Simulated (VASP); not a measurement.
# ZnAu (Pm-3m) in VASP: single point with PBE

Aim: the single point of ZnAu with PBE.

Everything below comes from runs of VASP 6.6.1. Logs are shortened: lines on timing, memory, paths and dates and some standing lists are left out, and cuts for length are marked.

### Step 1. The cell of the first run

It takes space group Pm-3m (No. 221, cubic). Conventional cell: a = 3.147 Å, b = 3.147 Å, c = 3.147 Å, α = 90.00°, β = 90.00°, γ = 90.00°. Within 3.6 Å of Zn (site symmetry m-3m) lie 8 Au at 2.73 Å and 6 Zn at 3.15 Å. Au (site symmetry m-3m) has 8 Zn at 2.73 Å and 6 Au at 3.15 Å within 3.6 Å.

### Step 2. Single point, PBE

Contents of INCAR:

```
PREC     = Accurate       # precision mode
ENCUT    = 520            # plane-wave cutoff, eV
EDIFF    = 1E-6           # SCF threshold, eV
ISMEAR   = -1             # smearing method
SIGMA    = 0.15           # smearing width, eV
LREAL    = False          # projectors in reciprocal space
LASPH    = True           # aspherical terms in the spheres
NELM     = 100            # most SCF steps
ALGO     = Normal         # electronic algorithm
ISIF     = 2              # what is computed and relaxed
LWAVE    = False          # write WAVECAR
LCHARG   = False          # write CHGCAR
GGA      = PE             # functional
NBANDS   = 18             # bands
```

Contents of KPOINTS:

```
regular mesh
0
Gamma
  7 7 7
```

Contents of POSCAR:

```
ZnAu
1.0
    3.1470000000      0.0000000000      0.0000000000
    0.0000000000      3.1470000000      0.0000000000
    0.0000000000      0.0000000000      3.1470000000
Zn Au
1 1
Direct
    0.5000000000      0.5000000000      0.5000000000
    0.0000000000      0.0000000000      0.0000000000
```

Potentials or basis: VASP PAW PBE potentials, release 64 (Zn, Au).

The run is started by

```sh
$ cat potpaw_PBE.64/Zn/POTCAR potpaw_PBE.64/Au/POTCAR > POTCAR
$ mpirun -np 1 vasp_std > vasp.out
```

OUTCAR:

```text
PREC = Accurate
   ENCUT = 520
   EDIFF = 1E-6
   ISMEAR = -1
   LREAL = False
   LASPH = True
   NELM = 100
   ISIF = 2
   GGA = PE

 ion  position               nearest neighbor table
   1  0.500  0.500  0.500-   2 2.73   2 2.73   2 2.73   2 2.73   2 2.73   2 2.73   2 2.73   2 2.73

   2  0.000  0.000  0.000-   1 2.73   1 2.73   1 2.73   1 2.73   1 2.73   1 2.73   1 2.73   1 2.73

  LATTYP: Found a simple cubic cell.
 ALAT       =     3.1470000000

  Lattice vectors:

 A1 = (   3.1470000000,   0.0000000000,   0.0000000000)
 A2 = (   0.0000000000,   3.1470000000,   0.0000000000)
 A3 = (   0.0000000000,   0.0000000000,   3.1470000000)

Analysis of symmetry for initial positions (statically):
=====================================================================
 Subroutine PRICEL returns:
 Original cell was already a primitive cell.

 Routine SETGRP: Setting up the symmetry group for a
 simple cubic supercell.

 Subroutine GETGRP returns: Found 48 space group operations
 (whereof 48 operations were pure point group operations)
 out of a pool of 48 trial point group operations.

The static configuration has the point symmetry O_h .

Analysis of symmetry for dynamics (positions and initial velocities):
=====================================================================
 Subroutine PRICEL returns:
 Original cell was already a primitive cell.

 Routine SETGRP: Setting up the symmetry group for a
 simple cubic supercell.

 Subroutine GETGRP returns: Found 48 space group operations
 (whereof 48 operations were pure point group operations)
 out of a pool of 48 trial point group operations.

The dynamic configuration has the point symmetry O_h .

 Subroutine INISYM returns: Found 48 space group operations
 (whereof 48 operations are pure point group operations),
 and found     1 'primitive' translations

----------------------------------------------------------------------------------------

                                     Primitive cell

  volume of cell :      31.1667

  direct lattice vectors                    reciprocal lattice vectors
     3.147000000  0.000000000  0.000000000     0.317762949  0.000000000  0.000000000
     0.000000000  3.147000000  0.000000000     0.000000000  0.317762949  0.000000000
     0.000000000  0.000000000  3.147000000     0.000000000  0.000000000  0.317762949

  length of vectors
     3.147000000  3.147000000  3.147000000     0.317762949  0.317762949  0.317762949
[... 73 lines left out ...]
   LASPH  =      T    aspherical Exc in radial PAW
   ENCUT  =  520.0 eV  38.22 Ry    6.18 a.u.   5.85  5.85  5.85*2*pi/ulx,y,z
   NELM   =    100;   NELMIN=  2; NELMDL= -5     # of ELM steps
   EDIFF  = 0.1E-05   stopping-criterion for ELM
   LREAL  =      F    real-space projection
   EDIFFG = 0.1E-04   stopping-criterion for IOM
   NSW    =      0    number of steps for IOM
   IBRION =     -1    ionic relax: 0-MD 1-quasi-New 2-CG
   NFREE  =      0    steps in history (QN), initial steepest desc. (CG)
   ISIF   =      2    stress and relaxation
   ISYM   =      2    0-nonsym 1-usesym 2-fastsym
   POTIM  = 0.5000    time-step for ionic-motion
   TEBEG  =    0.0;   TEEND  =   0.0 temperature during run
   PSTRESS=    0.0 pullay stress
   NELECT =      23.0000    total number of electrons
   NUPDOWN=      -1.0000    fix difference up-down
   EMIN   =  10.00;   EMAX   =-10.00  energy-range for DOS
   EFERMI =   0.00;   METHOD = LEGACY
   ISMEAR =    -1;   SIGMA  =   0.15  broadening in eV -4-tet -1-fermi 0-gaus
   EFERMI_NEDOS =   21; number of points for ismear=-14 and -15
   IALGO  =     38    algorithm
   IMIX   =      4    mixing-type and parameters
     AMIX     =   0.40;   BMIX     =  1.00
     AMIX_MAG =   1.60;   BMIX_MAG =  1.00
  volume/ion in A,a.u.               =      15.58       105.16
  Fermi-wavevector in a.u.,A,eV,Ry     =   1.479406  2.795672 29.778283  2.188642
  Thomas-Fermi vector in A             =   2.593568
   LORBIT       =      0    0 simple, 1 ext, 2 COOP (PROOUT), +10 PAW based schemes
   GGA     = PE    functional components
   LHFCALC =     F    Hartree Fock is set to
   AEXX    =    0.0000 exact exchange contribution
   IVDW    =     0    specifies the selected vdW correction
   LEPSILON=     F    determine dielectric tensor
   LRPA    =     F    only Hartree local field effects (RPA)
 non-spin polarized calculation
  energy-cutoff  :      520.00
  volume of cell :       31.17
 maximum number of plane-waves:       861
 NGX is ok and might be reduce to    24
   NGX = 11   NGY = 11   NGZ = 11

 number of electron      23.0000000 magnetization

 Free energy of the ion-electron system (eV)
  ---------------------------------------------------
  ext. energy  EPLUGINS =         0.00000000
  ---------------------------------------------------
  free energy    TOTEN  =        -4.76073455 eV

  energy without entropy =       -4.72992054  energy(sigma->0) =       -4.74532754

 E-fermi :   7.2016     XC(G=0): -12.3795

 val. band max:        6.9116287140   @ k =   0.2857   0.0000   0.0000
 cond. band min:       7.3210512265   @ k =   0.4286   0.2857   0.2857
 fundamental gap:      0.4094225125
 Fermi energy:         7.2015797233

 k-point     1 :       0.0000    0.0000    0.0000
  band No.  band energies     occupation
      1      -3.5236      2.00000
      2      -1.0336      2.00000
      3      -1.0336      2.00000
      4      -0.3417      2.00000
      5      -0.3417      2.00000
      6      -0.3417      2.00000
[... 397 lines left out ...]
      5      -0.0973      2.00000
      6       0.6419      2.00000
[... 10 lines left out ...]
     17      13.7372      0.00000
     18      15.3486      0.00000

------------------------ aborting loop because EDIFF is reached ----------------------------------------

  FORCE on cell =-STRESS in cart. coord.  units (eV):
  Direction    XX          YY          ZZ          XY          YZ          ZX
  --------------------------------------------------------------------------------------
  -------------------------------------------------------------------------------------
  Total        0.9233774      0.9233774      0.9233774     -0.0000000     -0.0000000      0.0000000
  in kB       47.4678555     47.4678555     47.4678555     -0.0000000     -0.0000000      0.0000000
  external PRESSURE =      47.4678555 kB  Pullay stress =       0.0000000 kB

 VOLUME and BASIS-vectors are now :
 -----------------------------------------------------------------------------
  energy-cutoff  :      520.00
  volume of cell :       31.17
      direct lattice vectors                 reciprocal lattice vectors
     3.147000000  0.000000000  0.000000000     0.317762949  0.000000000  0.000000000
     0.000000000  3.147000000  0.000000000     0.000000000  0.317762949  0.000000000
     0.000000000  0.000000000  3.147000000     0.000000000  0.000000000  0.317762949

 POSITION                                       TOTAL-FORCE (eV/Angst)
 -----------------------------------------------------------------------------------
      1.57350      1.57350      1.57350         0.000000      0.000000      0.000000
      0.00000      0.00000      0.00000         0.000000      0.000000      0.000000
 -----------------------------------------------------------------------------------
    total drift:                                0.000000      0.000000     -0.000000

  FREE ENERGIE OF THE ION-ELECTRON SYSTEM (eV)
  ---------------------------------------------------
  free  energy   TOTEN  =        -4.7607345492 eV

  energy  without entropy=       -4.7299205360  energy(sigma->0) =       -4.74532754
```

It took 14 s on 1 thread of Intel Xeon 8259CL, shared host; peak memory 0.14 GiB.

Results:

```yaml
Free_energy: -4.7607 eV
Pressure: 4.7 GPa
Band_gap_on_the_k_mesh: zero (an odd number of electrons rules out a gap without spin polarisation)
```

Levels at points of the mesh, in eV from the Fermi level:
| k point | band 7 | band 8 | band 9 | band 10 | band 11 | band 12 | band 13 | band 14 | band 15 | band 16 |
| --- | --- | --- | --- | --- | --- | --- | --- | --- | --- | --- |
| (0.00, 0.00, 0.00) | -5.54 | -5.54 | -3.86 | -3.86 | -3.86 | 4.89 | 4.89 | 4.89 | 8.75 | 12.02 |

Caveat: the cell stands under pressure; spin-orbit coupling is left out, which moves the levels of the heavy elements.
